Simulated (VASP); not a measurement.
Input of a VASP 6.6.1 run:

File INCAR:

```
PREC = Accurate ; ENCUT = 520
EDIFF = 1E-6 ; ISMEAR = 0
SIGMA = 0.15 ; LREAL = False
LASPH = True ; NELM = 60
ALGO = Normal ; ISIF = 2
LWAVE = False ; LCHARG = True
GGA = PS ; LELF = True
LVHAR = True ; NBANDS = 16
```

File KPOINTS:

```
regular mesh
0
Gamma
  20 20 20
```

POSCAR

```
ZrS
1.0
    0.0000000000      2.6605676105      2.6605676105
    2.6605676105      0.0000000000      2.6605676105
    2.6605676105      2.6605676105      0.0000000000
Zr S
1 1
Direct
    0.0000000000      0.0000000000      0.0000000000
    0.5000000000      0.5000000000      0.5000000000
```

Potentials or basis: VASP PAW PBE potentials, release 64 (Zr_sv, S).

Launch:

```bash
$ cat potpaw_PBE.64/Zr_sv/POTCAR potpaw_PBE.64/S/POTCAR > POTCAR
$ mpirun -np 1 vasp_std > vasp.out
```

(1) Predict the band gap on the k mesh.

(2) Predict the pressure.

## Answers

(1) zero (bands 9 and 10 overlap by 2.64 eV).

(2) -10.6 GPa.

Caveat: the cell differs from its parent crystal (strain +0.030 along x and y, +0.030 along z); the cell stands under tension; the PAW data sets were made with another functional, which shifts forces and pressure a little.
